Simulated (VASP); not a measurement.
ZnAu: single point with LDA

ZnAu:

```
CELL_PARAMETERS angstrom
3.14700 0.00000 0.00000
0.00000 3.14700 0.00000
0.00000 0.00000 3.14700
ATOMIC_POSITIONS crystal
Zn 0.50000 0.50000 0.50000
Au 0.01500 0.00000 0.00000
```

| Property | Result |
| --- | --- |
| Program | VASP 6.6.1 |
| Task | single point |
| Functional | LDA |
| Potentials or basis | VASP PAW LDA potentials, release 64 (Zn, Au) |
| Cutoff | 500 eV |
| k mesh | 5 × 5 × 5 |
| Occupations | fermi-dirac, width 0.15 eV |
| Spin | no spin polarisation |

The pressure is -5.6 GPa. The largest force is 0.141 eV/Å.

Forces on the atoms (eV/Å):
```
Zn   0.141  0.000  0.000
Au  -0.141  0.000  0.000
```

Levels at points of the mesh, in eV from the Fermi level:
```csv
k point,band 8,band 9,band 10,band 11,band 12,band 13,band 14,band 15
"(0.00, 0.00, 0.00)",-5.27,-3.57,-3.57,-3.57,5.09,5.09,5.10,8.89
```

It used 7.9 s of CPU time on 1 thread of Intel Xeon 8259CL (shared host).

Caveat: the k points lie up to 0.40 Å⁻¹ apart; spin-orbit coupling is left out, which moves the levels of the heavy elements.
